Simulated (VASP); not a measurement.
# Sr (I4/mcm) in VASP: further runs

The runs below take Sr through single point, with PBEsol.

All numbers are computed with VASP 6.6.1; they aren't measurements. Logs are shortened: lines on timing, memory, paths and dates and some standing lists are left out, and cuts for length are marked.

## 1. The cell of the first run

Symmetry: I4/mcm, No. 140, tetragonal system. The conventional cell has a = 8.089 Å, b = 8.089 Å, c = 6.958 Å, α = 90.00°, β = 90.00°, γ = 90.00°. Sr (site symmetry m2m) has 11 Sr at 3.76 to 4.38 Å within 4.9 Å.

## 2. Single point, PBEsol

INCAR

```
PREC = Accurate ; ENCUT = 520
EDIFF = 1E-6 ; ISMEAR = 1
SIGMA = 0.02 ; LREAL = False
LASPH = True ; NELM = 60
ALGO = Normal ; ISIF = 2
LWAVE = False ; LCHARG = True
GGA = PS ; LELF = True
LVHAR = True ; NBANDS = 28
```

KPOINTS

```
regular mesh
0
Gamma
  4 4 4
```

POSCAR

```
Sr
1.0
   -4.0445106338      4.0445106338      3.4787654395
    4.0445106338     -4.0445106338      3.4787654395
    4.0445106338      4.0445106338     -3.4787654395
Sr
4
Direct
    0.1645500000      0.6645500000      0.8291000000
    0.8354500000      0.3354500000      0.1709000000
    0.6645500000      0.8354500000      0.5000000000
    0.3354500000      0.1645500000      0.5000000000
```

Potentials or basis: VASP PAW PBE potentials, release 64 (Sr_sv).

Run with:

```
> cat potpaw_PBE.64/Sr_sv/POTCAR > POTCAR
> mpirun -np 1 vasp_std > vasp.out
```

OUTCAR:

```text
PREC = Accurate
   ENCUT = 520
   EDIFF = 1E-6
   ISMEAR = 1
   LREAL = False
   LASPH = True
   NELM = 60
   ISIF = 2
   GGA = PS

 ion  position               nearest neighbor table
   1  0.165  0.665  0.829-   2 3.76   2 3.99   2 3.99   3 4.27   4 4.27   4 4.27   3 4.27   4 4.38
                             3 4.38   3 4.38   4 4.38
   2  0.835  0.335  0.171-   1 3.76   1 3.99   1 3.99   4 4.27   3 4.27   4 4.27   3 4.27   3 4.38
                             4 4.38   4 4.38   3 4.38
   3  0.665  0.835  0.500-   4 3.76   4 3.99   4 3.99   2 4.27   2 4.27   1 4.27   1 4.27   1 4.38
                             1 4.38   2 4.38   2 4.38
   4  0.335  0.165  0.500-   3 3.76   3 3.99   3 3.99   2 4.27   1 4.27   2 4.27   1 4.27   2 4.38
                             1 4.38   1 4.38   2 4.38

  LATTYP: Found a body centered tetragonal cell.
 ALAT       =     8.0890212676
 C/A-ratio  =     0.8601202357

  Lattice vectors:

 A1 = (  -4.0445106338,   4.0445106338,   3.4787654395)
 A2 = (   4.0445106338,  -4.0445106338,   3.4787654395)
 A3 = (   4.0445106338,   4.0445106338,  -3.4787654395)

Analysis of symmetry for initial positions (statically):
=====================================================================
 Subroutine PRICEL returns:
 Original cell was already a primitive cell.

 Routine SETGRP: Setting up the symmetry group for a
 body centered tetragonal supercell.

 Subroutine GETGRP returns: Found 16 space group operations
 (whereof  8 operations were pure point group operations)
 out of a pool of 16 trial point group operations.

The static configuration has the point symmetry C_4h.
 The point group associated with its full space group is D_4h.

Analysis of symmetry for dynamics (positions and initial velocities):
=====================================================================
 Subroutine PRICEL returns:
 Original cell was already a primitive cell.

 Routine SETGRP: Setting up the symmetry group for a
 body centered tetragonal supercell.

 Subroutine GETGRP returns: Found 16 space group operations
 (whereof  8 operations were pure point group operations)
 out of a pool of 16 trial point group operations.

The dynamic configuration has the point symmetry C_4h.
 The point group associated with its full space group is D_4h.

 Subroutine INISYM returns: Found 16 space group operations
 (whereof  8 operations are pure point group operations),
 and found     1 'primitive' translations

----------------------------------------------------------------------------------------

                                     Primitive cell

  volume of cell :     227.6235

  direct lattice vectors                    reciprocal lattice vectors
    -4.044510634  4.044510634  3.478765440     0.000000000  0.123624350  0.143729150
     4.044510634 -4.044510634  3.478765440     0.123624350  0.000000000  0.143729150
     4.044510634  4.044510634 -3.478765440     0.123624350  0.123624350  0.000000000

  length of vectors
     6.694620342  6.694620342  6.694620342     0.189581245  0.189581245  0.174831233

  position of ions in fractional coordinates (direct lattice)
     0.164550000  0.664550000  0.829100000
     0.835450000  0.335450000  0.170900000
     0.664550000  0.835450000  0.500000000
     0.335450000  0.164550000  0.500000000

  ion indices of the primitive-cell ions
   primitive index   ion index
                 1           1
                 2           2
                 3           3
                 4           4

----------------------------------------------------------------------------------------

 KPOINTS: regular mesh

Automatic generation of k-mesh.
 Grid dimensions read from file:
 generate k-points for:    4    4    4

 Generating k-lattice:

  Cartesian coordinates                     Fractional coordinates (reciprocal lattice)
     0.000000000  0.030906088  0.035932288     0.250000000  0.000000000  0.000000000
     0.030906088  0.000000000  0.035932288     0.000000000  0.250000000  0.000000000
     0.030906088  0.030906088  0.000000000     0.000000000  0.000000000  0.250000000

  Length of vectors
     0.047395311  0.047395311  0.043707808

  Shift w.r.t. Gamma in fractional coordinates (k-lattice)
     0.000000000  0.000000000  0.000000000

 Subroutine IBZKPT returns following result:
 ===========================================

 Found     13 irreducible k-points:

 Following reciprocal coordinates:
            Coordinates               Weight
  0.000000  0.000000  0.000000      1.000000
  0.250000  0.000000  0.000000      8.000000
  0.500000  0.000000  0.000000      4.000000
  0.250000  0.250000  0.000000      8.000000
  0.500000  0.250000  0.000000     16.000000
 -0.250000  0.250000  0.000000      4.000000
  0.500000  0.500000  0.000000      2.000000
  0.250000  0.250000  0.250000      2.000000
 -0.250000  0.250000  0.250000      4.000000
  0.500000  0.500000  0.250000      4.000000
 -0.250000  0.500000  0.250000      8.000000
 -0.250000 -0.250000  0.250000      2.000000
  0.500000  0.500000  0.500000      1.000000
   k-points           NKPTS =     13   k-points in BZ     NKDIM =     13   number of bands    NBANDS=     28
   number of dos      NEDOS =    301   number of ions     NIONS =      4
   total plane-waves  NPLWV = 125000
   dimension x,y,z NGX =    50 NGY =   50 NGZ =   50
   dimension x,y,z NGXF=   100 NGYF=  100 NGZF=  100
   ions per type =               4
   NGX,Y,Z   is equivalent  to a cutoff of  12.42, 12.42, 12.42 a.u.
   NGXF,Y,Z  is equivalent  to a cutoff of  24.83, 24.83, 24.83 a.u.
 SYSTEM =  unknown system
   PREC   = accura    normal or accurate (medium, high low for compatibility)
   ISTART =      0    job   : 0-new  1-cont  2-samecut
   ICHARG =      2    charge: 1-file 2-atom 10-const
   ISPIN  =      1    spin polarized calculation?
   LNONCOLLINEAR =      F non collinear calculations
   LSORBIT =      F    spin-orbit coupling
   LASPH  =      T    aspherical Exc in radial PAW
   ENCUT  =  520.0 eV  38.22 Ry    6.18 a.u.  12.45 12.45 12.45*2*pi/ulx,y,z
   NELM   =     60;   NELMIN=  2; NELMDL= -5     # of ELM steps
   EDIFF  = 0.1E-05   stopping-criterion for ELM
   LREAL  =      F    real-space projection
   EDIFFG = 0.1E-04   stopping-criterion for IOM
   NSW    =      0    number of steps for IOM
   IBRION =     -1    ionic relax: 0-MD 1-quasi-New 2-CG
   NFREE  =      0    steps in history (QN), initial steepest desc. (CG)
   ISIF   =      2    stress and relaxation
   ISYM   =      2    0-nonsym 1-usesym 2-fastsym
   POTIM  = 0.5000    time-step for ionic-motion
   TEBEG  =    0.0;   TEEND  =   0.0 temperature during run
   PSTRESS=    0.0 pullay stress
   NELECT =      40.0000    total number of electrons
   NUPDOWN=      -1.0000    fix difference up-down
   EMIN   =  10.00;   EMAX   =-10.00  energy-range for DOS
   EFERMI =   0.00;   METHOD = LEGACY
   ISMEAR =     1;   SIGMA  =   0.02  broadening in eV -4-tet -1-fermi 0-gaus
   EFERMI_NEDOS =   21; number of points for ismear=-14 and -15
   IALGO  =     38    algorithm
   IMIX   =      4    mixing-type and parameters
     AMIX     =   0.40;   BMIX     =  1.00
     AMIX_MAG =   1.60;   BMIX_MAG =  1.00
  volume/ion in A,a.u.               =      56.91       384.02
  Fermi-wavevector in a.u.,A,eV,Ry     =   0.916971  1.732825 11.440276  0.840837
  Thomas-Fermi vector in A             =   2.041887
   LORBIT       =      0    0 simple, 1 ext, 2 COOP (PROOUT), +10 PAW based schemes
   GGA     = PS    functional components
   LHFCALC =     F    Hartree Fock is set to
   AEXX    =    0.0000 exact exchange contribution
   IVDW    =     0    specifies the selected vdW correction
   LEPSILON=     F    determine dielectric tensor
   LRPA    =     F    only Hartree local field effects (RPA)
 non-spin polarized calculation
 Methfessel and Paxton  Order N= 1 SIGMA  =   0.02
  energy-cutoff  :      520.00
  volume of cell :      227.62
 maximum number of plane-waves:      6162
 NGX is ok and might be reduce to    50
   NGX = 25   NGY = 25   NGZ = 25

 number of electron      40.0000000 magnetization

 Free energy of the ion-electron system (eV)
  ---------------------------------------------------
  ext. energy  EPLUGINS =         0.00000000
  ---------------------------------------------------
  free energy    TOTEN  =        -6.72494981 eV

  energy without entropy =       -6.72458657  energy(sigma->0) =       -6.72482873

 E-fermi :   1.3217     XC(G=0):  -7.2825

 val. band max:        1.3091847304   @ k =  -0.2500   0.2500   0.0000
 cond. band min:       1.3320176101   @ k =  -0.2500   0.5000   0.2500
 fundamental gap:      0.0228328797
 Fermi energy:         1.3216883208

 k-point     1 :       0.0000    0.0000    0.0000
  band No.  band energies     occupation
      1     -35.2166      2.00000
      2     -35.2007      2.00000
      3     -35.1851      2.00000
      4     -35.1851      2.00000
      5     -17.3394      2.00000
      6     -17.2811      2.00000
[... 20 lines left out ...]
     27       2.5843      0.00000
     28       3.5251      0.00000

 k-point     2 :       0.2500    0.0000    0.0000
  band No.  band energies     occupation
      1     -35.2122      2.00000
      2     -35.2003      2.00000
      3     -35.1879      2.00000
      4     -35.1872      2.00000
      5     -17.3469      2.00000
      6     -17.3122      2.00000
[... 20 lines left out ...]
     27       3.0370      0.00000
     28       3.2142      0.00000

 k-point     3 :       0.5000    0.0000    0.0000
  band No.  band energies     occupation
      1     -35.2033      2.00000
      2     -35.2033      2.00000
      3     -35.1905      2.00000
      4     -35.1905      2.00000
      5     -17.3418      2.00000
      6     -17.3418      2.00000
[... 275 lines left out ...]
      3     -35.1909      2.00000
      4     -35.1909      2.00000
      5     -17.3735      2.00000
      6     -17.2674      2.00000
[... 20 lines left out ...]
     27       3.2676      0.00000
     28       3.2685      0.00000

 k-point    13 :       0.5000    0.5000    0.5000
  band No.  band energies     occupation
      1     -35.1984      2.00000
      2     -35.1967      2.00000
      3     -35.1967      2.00000
      4     -35.1958      2.00000
      5     -17.3424      2.00000
      6     -17.3348      2.00000
[... 20 lines left out ...]
     27       2.9981      0.00000
     28       3.1338      0.00000

------------------------ aborting loop because EDIFF is reached ----------------------------------------

  FORCE on cell =-STRESS in cart. coord.  units (eV):
  Direction    XX          YY          ZZ          XY          YZ          ZX
  --------------------------------------------------------------------------------------
  -------------------------------------------------------------------------------------
  Total       -0.1974121     -0.1974121     -0.0634784      0.0000000      0.0000000      0.0000000
  in kB       -1.3895278     -1.3895278     -0.4468066      0.0000000      0.0000000      0.0000000
  external PRESSURE =      -1.0752874 kB  Pullay stress =       0.0000000 kB

 VOLUME and BASIS-vectors are now :
 -----------------------------------------------------------------------------
  energy-cutoff  :      520.00
  volume of cell :      227.62
      direct lattice vectors                 reciprocal lattice vectors
    -4.044510634  4.044510634  3.478765440     0.000000000  0.123624350  0.143729150
     4.044510634 -4.044510634  3.478765440     0.123624350  0.000000000  0.143729150
     4.044510634  4.044510634 -3.478765440     0.123624350  0.123624350  0.000000000

 POSITION                                       TOTAL-FORCE (eV/Angst)
 -----------------------------------------------------------------------------------
      5.37556      1.33105      0.00000         0.118845      0.118845      0.000000
     -1.33105      2.71346      3.47877        -0.118845     -0.118845     -0.000000
      2.71346      1.33105      3.47877        -0.118845      0.118845     -0.000000
      1.33105      2.71346      0.00000         0.118845     -0.118845     -0.000000
 -----------------------------------------------------------------------------------
    total drift:                               -0.000000     -0.000000      0.000000

  FREE ENERGIE OF THE ION-ELECTRON SYSTEM (eV)
  ---------------------------------------------------
  free  energy   TOTEN  =        -6.7249498118 eV

  energy  without entropy=       -6.7245865745  energy(sigma->0) =       -6.72482873
```

It took 90 s on 1 thread of Intel Xeon Platinum 8259CL at 2.50GHz (Skylake/Cascade Lake), shared host; peak memory 0.36 GiB.

What came out:

```
Free energy            : -6.7249 eV
Pressure               : -0.1 GPa
Largest force          : 0.168 eV/Å
Band gap on the k mesh : zero (bands 20 and 21 overlap by 0.55 eV)
```

Forces on the atoms (eV/Å):
```
Sr   0.119  0.119  0.000
Sr  -0.119 -0.119  0.000
Sr  -0.119  0.119  0.000
Sr   0.119 -0.119  0.000
```

Stress tensor (GPa, compression positive):
```
-0.14  0.00  0.00
 0.00 -0.14  0.00
 0.00  0.00 -0.04
```

Caveat: the PAW data sets were made with another functional, which shifts forces and pressure a little.

## 3. Single point, PBEsol

This run uses another cell than the first one, of 58.56 Å³/atom.

INCAR

```
SYSTEM = Sr
PREC = Accurate
ENCUT = 520
EDIFF = 1E-7
ISMEAR = 1
SIGMA = 0.02
LREAL = .False.
LASPH = .True.
NELM = 60
ALGO = Normal
ISIF = 2
LWAVE = .False.
LCHARG = .False.
GGA = PS
NBANDS = 28
```

KPOINTS

```
regular mesh
0
Gamma
  4 4 4
  0 0 0
```

POSCAR

```
Sr
1.0
   -4.0832164367      4.0832164367      3.5120570838
    4.0832164367     -4.0832164367      3.5120570838
    4.0832164367      4.0832164367     -3.5120570838
Sr
4
Direct
    0.1645500000      0.6645500000      0.8291000000
    0.8354500000      0.3354500000      0.1709000000
    0.6645500000      0.8354500000      0.5000000000
    0.3354500000      0.1645500000      0.5000000000
```

Potentials or basis: VASP PAW PBE potentials, release 64 (Sr_sv).

Run with:

```
> cat potpaw_PBE.64/Sr_sv/POTCAR > POTCAR
> mpirun -np 1 vasp_std > vasp.out
```

Wall time 1.8 min (1 thread of Intel Xeon Platinum 8259CL at 2.50GHz (Skylake/Cascade Lake), shared host); peak memory 0.35 GiB.

It converged, with:

| Item | Value |
| --- | --- |
| Free energy | -6.7147 eV |
| Pressure | -0.4 GPa |
| Largest force | 0.143 eV/Å |
| Band gap on the k mesh | zero (bands 20 and 21 overlap by 0.58 eV) |

Forces in eV/Å, atoms in the order of the input:
```
Sr   0.101  0.101  0.000
Sr  -0.101 -0.101  0.000
Sr  -0.101  0.101  0.000
Sr   0.101 -0.101  0.000
```

Levels at points of the mesh, in eV from the Fermi level:
```
           k point  band 18  band 19  band 20  band 21  band 22  band 23
(0.00, 0.00, 0.00)    -0.12     0.16     0.19     0.21     0.21     0.40
(0.50, 0.00, 0.00)    -1.98    -0.55    -0.55     0.30     0.30     0.78
(0.50, 0.50, 0.00)    -1.89    -0.15     0.11     0.13     0.14     0.29
(0.50, 0.50, 0.50)    -1.40    -1.08    -1.06    -0.39     0.13     1.07
```

Caveat: the PAW data sets were made with another functional, which shifts forces and pressure a little.

## 4. Single point, PBEsol

This run uses another cell than the first one, of 60.20 Å³/atom.

INCAR

```
SYSTEM = Sr
PREC = Accurate
ENCUT = 520
EDIFF = 1E-6
ISMEAR = 1
SIGMA = 0.02
LREAL = .FALSE.
LASPH = .TRUE.
NELM = 80
ALGO = Normal
ISIF = 2
LWAVE = .FALSE.
LCHARG = .FALSE.
GGA = PS
NBANDS = 28
```

KPOINTS

```
Automatic mesh
0
G
  4 4 4
  0 0 0
```

POSCAR

```
Sr
1.0
   -4.1212020267      4.1212020267      3.5447292584
    4.1212020267     -4.1212020267      3.5447292584
    4.1212020267      4.1212020267     -3.5447292584
Sr
4
Direct
    0.1645500000      0.6645500000      0.8291000000
    0.8354500000      0.3354500000      0.1709000000
    0.6645500000      0.8354500000      0.5000000000
    0.3354500000      0.1645500000      0.5000000000
```

Run with:

```
> cat potpaw_PBE.64/Sr_sv/POTCAR > POTCAR
> mpirun -np 1 vasp_std > vasp.out
```

Run time: 2.3 min. Hardware: 1 thread of Intel Xeon Platinum 8259CL at 2.50GHz (Skylake/Cascade Lake), shared host; peak memory 0.39 GiB.

It converged, with:

- Free energy: -6.6933 eV
- Pressure: -0.6 GPa
- Largest force: 0.121 eV/Å
- Band gap on the k mesh: zero (bands 20 and 21 overlap by 0.60 eV)

Forces in eV/Å, atoms in the order of the input:
```
Sr   0.086  0.086  0.000
Sr  -0.086 -0.086  0.000
Sr  -0.086  0.086  0.000
Sr   0.086 -0.086  0.000
```

Levels at points of the mesh, in eV from the Fermi level:
```tsv
k point	band 16	band 17	band 18	band 19	band 20	band 21	band 22	band 23	band 24	band 25
(0.00, 0.00, 0.00)	-18.53	-3.50	-0.11	0.16	0.21	0.21	0.21	0.37	1.07	1.07
(0.50, 0.00, 0.00)	-18.54	-1.98	-1.98	-0.54	-0.54	0.28	0.28	0.78	0.78	1.26
(0.50, 0.50, 0.00)	-18.54	-2.46	-1.89	-0.15	0.10	0.14	0.14	0.30	1.05	1.37
(0.50, 0.50, 0.50)	-18.55	-1.41	-1.41	-1.11	-1.05	-0.39	0.09	1.07	1.19	1.19
```

Caveat: the PAW data sets were made with another functional, which shifts forces and pressure a little.

## 5. Single point, PBEsol

This run uses another cell than the first one, of 61.85 Å³/atom.

INCAR

```
SYSTEM = Sr
PREC     = Accurate       ! precision mode
ENCUT    = 520            ! plane-wave cutoff, eV
EDIFF    = 1E-6           ! SCF threshold, eV
ISMEAR   = 1              ! smearing method
SIGMA    = 0.02           ! smearing width, eV
LREAL    = .False.        ! projectors in reciprocal space
LASPH    = .True.         ! aspherical terms in the spheres
NELM     = 60             ! most SCF steps
ALGO     = Normal         ! electronic algorithm
ISIF     = 2              ! what is computed and relaxed
LWAVE    = .False.        ! write WAVECAR
LCHARG   = .True.         ! write CHGCAR
GGA      = PS             ! functional
LELF     = .True.         ! ELF
LVHAR    = .True.       
NBANDS   = 28             ! bands
```

KPOINTS

```
regular mesh
0
Gamma
  4 4 4
  0 0 0
```

POSCAR

```
Sr
1.0
   -4.1585000000      4.1585000000      3.5768100000
    4.1585000000     -4.1585000000      3.5768100000
    4.1585000000      4.1585000000     -3.5768100000
Sr
4
Direct
    0.1645500000      0.6645500000      0.8291000000
    0.8354500000      0.3354500000      0.1709000000
    0.6645500000      0.8354500000      0.5000000000
    0.3354500000      0.1645500000      0.5000000000
```

Run with:

```
> cat potpaw_PBE.64/Sr_sv/POTCAR > POTCAR
> mpirun -np 1 vasp_std > vasp.out
```

It took 2.4 min on 1 thread of Intel Xeon Platinum 8259CL at 2.50GHz (Skylake/Cascade Lake), shared host; peak memory 0.38 GiB.

Results (log left out):

```yaml
Free_energy: -6.6622 eV
Pressure: -0.9 GPa
Largest_force: 0.101 eV/Å
Band_gap_on_the_k_mesh: zero (bands 20 and 21 overlap by 0.60 eV)
```

Forces in eV/Å, atoms in the order of the input:
```
Sr   0.072  0.072  0.000
Sr  -0.072 -0.072  0.000
Sr  -0.072  0.072  0.000
Sr   0.072 -0.072  0.000
```

Stress tensor (GPa, compression positive):
```
-0.83  0.00  0.00
 0.00 -0.83  0.00
 0.00  0.00 -0.94
```

Levels at points of the mesh, in eV from the Fermi level:
```tsv
k point	band 16	band 17	band 18	band 19	band 20	band 21	band 22	band 23	band 24	band 25
(0.00, 0.00, 0.00)	-18.59	-3.47	-0.10	0.17	0.21	0.21	0.23	0.34	1.04	1.04
(0.50, 0.00, 0.00)	-18.60	-1.98	-1.98	-0.53	-0.53	0.25	0.25	0.77	0.77	1.25
(0.50, 0.50, 0.00)	-18.59	-2.45	-1.88	-0.16	0.09	0.14	0.14	0.32	1.02	1.34
(0.50, 0.50, 0.50)	-18.61	-1.41	-1.41	-1.13	-1.05	-0.39	0.06	1.07	1.18	1.18
```

Caveat: the PAW data sets were made with another functional, which shifts forces and pressure a little.

## 6. The runs side by side

```tsv
cell	gap on the mesh (eV)	pressure (GPa)	largest force (eV/Å)
a = 6.695 Å, angles 105.7, 105.7, 117.4°, 4 atoms	none	-0.1	0.17
a = 6.759 Å, angles 105.7, 105.7, 117.4°, 4 atoms	none	-0.4	0.14
a = 6.822 Å, angles 105.7, 105.7, 117.4°, 4 atoms	none	-0.6	0.12
a = 6.883 Å, angles 105.7, 105.7, 117.4°, 4 atoms	none	-0.9	0.10
```

Alike in all rows: task single point; level PBEsol; potentials or basis VASP PAW PBE potentials, release 64 (Sr_sv); no spin polarisation; k mesh 4 × 4 × 4; cutoff (eV) 520; smearing methfessel-paxton 0.02 eV.

Caveats: the PAW data sets were made with another functional, which shifts forces and pressure a little.

Total energies depend on the potentials used, so only differences within one code and one set of settings carry meaning.
